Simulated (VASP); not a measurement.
# AlN (x) (F-43m) in VASP: further runs

AlN (x) is run at these levels: PBEsol; tasks: single point.

All numbers are computed with VASP 6.6.1; they aren't measurements. Logs are shortened: lines on timing, memory, paths and dates and some standing lists are left out, and cuts for length are marked.

### Step 1. The cell of the first run

Symmetry: F-43m, No. 216, cubic system. Conventional cell: a = 4.380 Å, b = 4.380 Å, c = 4.380 Å, α = 90.00°, β = 90.00°, γ = 90.00°. Within 2.5 Å of Al (site symmetry -43m) lie 4 N at 1.90 Å. Within 2.5 Å of N (site symmetry -43m) lie 4 Al at 1.90 Å.

### Step 2. Single point, PBEsol

Contents of INCAR:

```
SYSTEM = AlN
PREC     = Accurate       ! precision mode
ENCUT    = 600            ! plane-wave cutoff, eV
EDIFF    = 1E-6           ! SCF threshold, eV
ISMEAR   = 0              ! smearing method
SIGMA    = 0.01           ! smearing width, eV
LREAL    = .False.        ! projectors in reciprocal space
LASPH    = .True.         ! aspherical terms in the spheres
NELM     = 120            ! most SCF steps
ALGO     = Normal         ! electronic algorithm
ISIF     = 2              ! what is computed and relaxed
LWAVE    = .False.        ! write WAVECAR
LCHARG   = .True.         ! write CHGCAR
GGA      = PS             ! functional
LELF     = .True.         ! ELF
LVHAR    = .True.       
NBANDS   = 11             ! bands
GGA_COMPAT= .False.
```

Contents of KPOINTS:

```
Automatic mesh
0
Gamma
  8 8 8
  0 0 0
```

Contents of POSCAR:

```
AlN
1.0
    0.0000000000      2.1900000000      2.1900000000
    2.1900000000      0.0000000000      2.1900000000
    2.1900000000      2.1900000000      0.0000000000
Al N
1 1
Direct
    0.0000000000      0.0000000000      0.0000000000
    0.2500000000      0.2500000000      0.2500000000
```

Potentials or basis: VASP PAW PBE potentials, release 64 (Al, N).

Command:

```console
$ cat potpaw_PBE.64/Al/POTCAR potpaw_PBE.64/N/POTCAR > POTCAR
$ mpirun -np 1 vasp_std > vasp.out
```

OUTCAR:

```text
SYSTEM = AlN
   PREC = Accurate
   ENCUT = 600
   EDIFF = 1E-6
   ISMEAR = 0
   LREAL = .False.
   LASPH = .True.
   NELM = 120
   ISIF = 2
   GGA = PS

 ion  position               nearest neighbor table
   1  0.000  0.000  0.000-   2 1.90   2 1.90   2 1.90   2 1.90
   2  0.250  0.250  0.250-   1 1.90   1 1.90   1 1.90   1 1.90

  LATTYP: Found a face centered cubic cell.
 ALAT       =     4.3800000000

  Lattice vectors:

 A1 = (   0.0000000000,   2.1900000000,   2.1900000000)
 A2 = (   2.1900000000,   0.0000000000,   2.1900000000)
 A3 = (   2.1900000000,   2.1900000000,   0.0000000000)

Analysis of symmetry for initial positions (statically):
=====================================================================
 Subroutine PRICEL returns:
 Original cell was already a primitive cell.

 Routine SETGRP: Setting up the symmetry group for a
 face centered cubic supercell.

 Subroutine GETGRP returns: Found 24 space group operations
 (whereof 24 operations were pure point group operations)
 out of a pool of 48 trial point group operations.

The static configuration has the point symmetry T_d .

Analysis of symmetry for dynamics (positions and initial velocities):
=====================================================================
 Subroutine PRICEL returns:
 Original cell was already a primitive cell.

 Routine SETGRP: Setting up the symmetry group for a
 face centered cubic supercell.

 Subroutine GETGRP returns: Found 24 space group operations
 (whereof 24 operations were pure point group operations)
 out of a pool of 48 trial point group operations.

The dynamic configuration has the point symmetry T_d .

 Subroutine INISYM returns: Found 24 space group operations
 (whereof 24 operations are pure point group operations),
 and found     1 'primitive' translations

----------------------------------------------------------------------------------------

                                     Primitive cell

  volume of cell :      21.0069

  direct lattice vectors                    reciprocal lattice vectors
     0.000000000  2.190000000  2.190000000    -0.228310502  0.228310502  0.228310502
     2.190000000  0.000000000  2.190000000     0.228310502 -0.228310502  0.228310502
     2.190000000  2.190000000  0.000000000     0.228310502  0.228310502 -0.228310502

  length of vectors
     3.097127702  3.097127702  3.097127702     0.395445390  0.395445390  0.395445390

  position of ions in fractional coordinates (direct lattice)
     0.000000000  0.000000000  0.000000000
     0.250000000  0.250000000  0.250000000

  ion indices of the primitive-cell ions
[... 85 lines left out ...]
   PSTRESS=    0.0 pullay stress
   NELECT =       8.0000    total number of electrons
   NUPDOWN=      -1.0000    fix difference up-down
   EMIN   =  10.00;   EMAX   =-10.00  energy-range for DOS
   EFERMI =   0.00;   METHOD = LEGACY
   ISMEAR =     0;   SIGMA  =   0.01  broadening in eV -4-tet -1-fermi 0-gaus
   EFERMI_NEDOS =   21; number of points for ismear=-14 and -15
   IALGO  =     38    algorithm
   IMIX   =      4    mixing-type and parameters
     AMIX     =   0.40;   BMIX     =  1.00
     AMIX_MAG =   1.60;   BMIX_MAG =  1.00
  volume/ion in A,a.u.               =      10.50        70.88
  Fermi-wavevector in a.u.,A,eV,Ry     =   1.186636  2.242416 19.158419  1.408104
  Thomas-Fermi vector in A             =   2.322804
   LORBIT       =      0    0 simple, 1 ext, 2 COOP (PROOUT), +10 PAW based schemes
   GGA     = PS    functional components
   LHFCALC =     F    Hartree Fock is set to
   AEXX    =    0.0000 exact exchange contribution
   IVDW    =     0    specifies the selected vdW correction
   LEPSILON=     F    determine dielectric tensor
   LRPA    =     F    only Hartree local field effects (RPA)
 non-spin polarized calculation
 Gauss-broadening in eV      SIGMA  =   0.01
  energy-cutoff  :      600.00
  volume of cell :       21.01
 maximum number of plane-waves:       725
 NGX is ok and might be reduce to    28
   NGX = 13   NGY = 13   NGZ = 13

 number of electron       7.9999999 magnetization

 Free energy of the ion-electron system (eV)
  ---------------------------------------------------
  ext. energy  EPLUGINS =         0.00000000
  ---------------------------------------------------
  free energy    TOTEN  =       -15.61285862 eV

  energy without entropy =      -15.61285862  energy(sigma->0) =      -15.61285862

 E-fermi :   5.9597     XC(G=0): -11.0936

 val. band max:        5.8005993683   @ k =   0.0000   0.0000   0.0000
 cond. band min:       8.9834465683   @ k =   0.5000   0.5000   0.0000
 fundamental gap:      3.1828472000
 Fermi energy:         5.9596813719

 k-point     1 :       0.0000    0.0000    0.0000
  band No.  band energies     occupation
      1      -9.1105      2.00000
      2       5.8006      2.00000
      3       5.8006      2.00000
      4       5.8006      2.00000
      5       9.8610      0.00000
      6      18.1885      0.00000
      7      18.1885      0.00000
      8      18.1885      0.00000
      9      23.3221      0.00000
     10      23.3221      0.00000
     11      24.6584      0.00000
[... 309 lines left out ...]
 k-point    24 :      -0.3750    0.2500    0.1250
  band No.  band energies     occupation
      1      -6.7295      2.00000
      2       0.6366      2.00000
      3       3.5644      2.00000
      4       4.6767      2.00000
      5      12.7645      0.00000
      6      14.8834      0.00000
      7      17.7972      0.00000
      8      18.3178      0.00000
      9      22.7610      0.00000
     10      24.3521      0.00000
     11      27.5824      0.00000

 [... further k-points ...]

------------------------ aborting loop because EDIFF is reached ----------------------------------------

  FORCE on cell =-STRESS in cart. coord.  units (eV):
  Direction    XX          YY          ZZ          XY          YZ          ZX
  --------------------------------------------------------------------------------------
  -------------------------------------------------------------------------------------
  Total       -0.0653745     -0.0653745     -0.0653745      0.0000000      0.0000000     -0.0000000
  in kB       -4.9860484     -4.9860484     -4.9860484      0.0000000      0.0000000     -0.0000000
  external PRESSURE =      -4.9860484 kB  Pullay stress =       0.0000000 kB

 VOLUME and BASIS-vectors are now :
 -----------------------------------------------------------------------------
  energy-cutoff  :      600.00
  volume of cell :       21.01
      direct lattice vectors                 reciprocal lattice vectors
     0.000000000  2.190000000  2.190000000    -0.228310502  0.228310502  0.228310502
     2.190000000  0.000000000  2.190000000     0.228310502 -0.228310502  0.228310502
     2.190000000  2.190000000  0.000000000     0.228310502  0.228310502 -0.228310502

 POSITION                                       TOTAL-FORCE (eV/Angst)
 -----------------------------------------------------------------------------------
      0.00000      0.00000      0.00000        -0.000000     -0.000000      0.000000
      1.09500      1.09500      1.09500         0.000000      0.000000     -0.000000
 -----------------------------------------------------------------------------------
    total drift:                                0.000000      0.000000      0.000000

  FREE ENERGIE OF THE ION-ELECTRON SYSTEM (eV)
  ---------------------------------------------------
  free  energy   TOTEN  =       -15.6128586171 eV

  energy  without entropy=      -15.6128586171  energy(sigma->0) =      -15.61285862
```

OSZICAR:

```text
N       E                     dE             d eps       ncg     rms          rms(c)
DAV:   1     0.148601811774E+02    0.14860E+02   -0.42737E+03   646   0.683E+02
DAV:   2    -0.166537040269E+02   -0.31514E+02   -0.30124E+02   753   0.160E+02
DAV:   3    -0.178232230858E+02   -0.11695E+01   -0.11657E+01   795   0.289E+01
DAV:   4    -0.178295921787E+02   -0.63691E-02   -0.63687E-02   740   0.224E+00
DAV:   5    -0.178296669313E+02   -0.74753E-04   -0.74752E-04   767   0.241E-01    0.824E+00
DAV:   6    -0.156535973212E+02    0.21761E+01   -0.10847E+01   786   0.170E+01    0.281E+00
DAV:   7    -0.156311820405E+02    0.22415E-01   -0.14704E-01   725   0.298E+00    0.199E+00
DAV:   8    -0.156140659354E+02    0.17116E-01   -0.27470E-02   707   0.166E+00    0.550E-01
DAV:   9    -0.156128493742E+02    0.12166E-02   -0.33176E-03   761   0.377E-01    0.226E-01
DAV:  10    -0.156128578939E+02   -0.85197E-05   -0.29904E-04   707   0.116E-01    0.185E-02
DAV:  11    -0.156128586171E+02   -0.72319E-06   -0.26532E-06   776   0.142E-02
   1 F= -.15612859E+02 E0= -.15612859E+02  d E =-.408858-114
```

stdout:

```text
POSCAR found type information on POSCAR AlN
 POSCAR found :  2 types and       2 ions
 scaLAPACK will be used
 -----------------------------------------------------------------------------
|                                                                             |
|                                                                             |
|     You enforced a specific xc type in the INCAR file but a different       |
|     I HOPE YOU KNOW WHAT YOU ARE DOING!                                     |
|                                                                             |
 -----------------------------------------------------------------------------

 LDA part: xc-table for (Slater+PW92), standard interpolation
 POSCAR, INCAR and KPOINTS ok, starting setup
 FFT: planning ... GRIDC
 FFT: planning ... GRID_SOFT
 FFT: planning ... GRID
 WAVECAR not read
 entering main loop
```

Wall time 21 s (1 thread of AMD EPYC 9R45, shared host); peak memory 0.12 GiB.

Results:

```yaml
Free_energy: -15.6129 eV
Pressure: -0.5 GPa
Band_gap_on_the_k_mesh: 3.18 eV, indirect (least direct gap 4.06 eV)
```

Caveat: the PAW data sets were made with another functional, which shifts forces and pressure a little.

### Step 3. Single point, PBEsol

Contents of INCAR:

```
  ALGO = Normal
  EDIFF = 1E-6
  ENCUT = 600
  GGA = PS
  GGA_COMPAT = False
  ISIF = 2
  ISMEAR = 0
  LASPH = True
  LCHARG = True
  LELF = True
  LREAL = False
  LVHAR = True
  LWAVE = False
  NBANDS = 11
  NELM = 120
  PREC = Accurate
  SIGMA = 0.01
```

Contents of KPOINTS:

```
k-points
0
Gamma
  8 8 8
```

POSCAR is that of step 2.

Potentials or basis: VASP PAW PBE potentials, release 64 (Al, N).

Command:

```console
$ cat potpaw_PBE.64/Al/POTCAR potpaw_PBE.64/N/POTCAR > POTCAR
$ mpirun -np 1 vasp_std > vasp.out
```

OUTCAR:

```text
EDIFF = 1E-6
   ENCUT = 600
   GGA = PS
   ISIF = 2
   ISMEAR = 0
   LASPH = True
   LREAL = False
   NELM = 120
   PREC = Accurate

 ion  position               nearest neighbor table
   1  0.000  0.000  0.000-   2 1.90   2 1.90   2 1.90   2 1.90
   2  0.250  0.250  0.250-   1 1.90   1 1.90   1 1.90   1 1.90

  LATTYP: Found a face centered cubic cell.
 ALAT       =     4.3800000000

  Lattice vectors:

 A1 = (   0.0000000000,   2.1900000000,   2.1900000000)
 A2 = (   2.1900000000,   0.0000000000,   2.1900000000)
 A3 = (   2.1900000000,   2.1900000000,   0.0000000000)

Analysis of symmetry for initial positions (statically):
=====================================================================
 Subroutine PRICEL returns:
 Original cell was already a primitive cell.

 Routine SETGRP: Setting up the symmetry group for a
 face centered cubic supercell.

 Subroutine GETGRP returns: Found 24 space group operations
 (whereof 24 operations were pure point group operations)
 out of a pool of 48 trial point group operations.

The static configuration has the point symmetry T_d .

Analysis of symmetry for dynamics (positions and initial velocities):
=====================================================================
 Subroutine PRICEL returns:
 Original cell was already a primitive cell.

 Routine SETGRP: Setting up the symmetry group for a
 face centered cubic supercell.

 Subroutine GETGRP returns: Found 24 space group operations
 (whereof 24 operations were pure point group operations)
 out of a pool of 48 trial point group operations.

The dynamic configuration has the point symmetry T_d .

 Subroutine INISYM returns: Found 24 space group operations
 (whereof 24 operations are pure point group operations),
 and found     1 'primitive' translations

----------------------------------------------------------------------------------------
[... 118 lines left out ...]
   GGA     = PS    functional components
   LHFCALC =     F    Hartree Fock is set to
   AEXX    =    0.0000 exact exchange contribution
   IVDW    =     0    specifies the selected vdW correction
   LEPSILON=     F    determine dielectric tensor
   LRPA    =     F    only Hartree local field effects (RPA)
 non-spin polarized calculation
 Gauss-broadening in eV      SIGMA  =   0.01
  energy-cutoff  :      600.00
  volume of cell :       21.01
 maximum number of plane-waves:       725
 NGX is ok and might be reduce to    28
   NGX = 13   NGY = 13   NGZ = 13

 number of electron       7.9999999 magnetization

 Free energy of the ion-electron system (eV)
  ---------------------------------------------------
  ext. energy  EPLUGINS =         0.00000000
  ---------------------------------------------------
  free energy    TOTEN  =       -15.61285862 eV

  energy without entropy =      -15.61285862  energy(sigma->0) =      -15.61285862

 E-fermi :   5.9597     XC(G=0): -11.0936

 val. band max:        5.8005993683   @ k =   0.0000   0.0000   0.0000
 cond. band min:       8.9834465683   @ k =   0.5000   0.5000   0.0000
 fundamental gap:      3.1828472000
 Fermi energy:         5.9596813719

 k-point     1 :       0.0000    0.0000    0.0000
  band No.  band energies     occupation
      1      -9.1105      2.00000
      2       5.8006      2.00000
      3       5.8006      2.00000
      4       5.8006      2.00000
      5       9.8610      0.00000
      6      18.1885      0.00000
      7      18.1885      0.00000
      8      18.1885      0.00000
      9      23.3221      0.00000
     10      23.3221      0.00000
     11      24.6584      0.00000
[... 309 lines left out ...]
 k-point    24 :      -0.3750    0.2500    0.1250
  band No.  band energies     occupation
      1      -6.7295      2.00000
      2       0.6366      2.00000
      3       3.5644      2.00000
      4       4.6767      2.00000
      5      12.7645      0.00000
      6      14.8834      0.00000
      7      17.7972      0.00000
      8      18.3178      0.00000
      9      22.7610      0.00000
     10      24.3521      0.00000
     11      27.5824      0.00000

 [... further k-points ...]

------------------------ aborting loop because EDIFF is reached ----------------------------------------

  FORCE on cell =-STRESS in cart. coord.  units (eV):
  Direction    XX          YY          ZZ          XY          YZ          ZX
  --------------------------------------------------------------------------------------
  -------------------------------------------------------------------------------------
  Total       -0.0653745     -0.0653745     -0.0653745      0.0000000      0.0000000     -0.0000000
  in kB       -4.9860484     -4.9860484     -4.9860484      0.0000000      0.0000000     -0.0000000
  external PRESSURE =      -4.9860484 kB  Pullay stress =       0.0000000 kB

 VOLUME and BASIS-vectors are now :
 -----------------------------------------------------------------------------
  energy-cutoff  :      600.00
  volume of cell :       21.01
      direct lattice vectors                 reciprocal lattice vectors
     0.000000000  2.190000000  2.190000000    -0.228310502  0.228310502  0.228310502
     2.190000000  0.000000000  2.190000000     0.228310502 -0.228310502  0.228310502
     2.190000000  2.190000000  0.000000000     0.228310502  0.228310502 -0.228310502

 POSITION                                       TOTAL-FORCE (eV/Angst)
 -----------------------------------------------------------------------------------
      0.00000      0.00000      0.00000        -0.000000     -0.000000      0.000000
      1.09500      1.09500      1.09500         0.000000      0.000000     -0.000000
 -----------------------------------------------------------------------------------
    total drift:                                0.000000      0.000000      0.000000

  FREE ENERGIE OF THE ION-ELECTRON SYSTEM (eV)
  ---------------------------------------------------
  free  energy   TOTEN  =       -15.6128586171 eV

  energy  without entropy=      -15.6128586171  energy(sigma->0) =      -15.61285862
```

Wall time 17 s (1 thread of AMD EPYC 9R45, shared host); peak memory 0.12 GiB.

What came out:

* Free energy: -15.6129 eV
* Pressure: -0.5 GPa
* Band gap on the k mesh: 3.18 eV, indirect (least direct gap 4.06 eV)

Caveat: the PAW data sets were made with another functional, which shifts forces and pressure a little. A k mesh can miss the band edges.
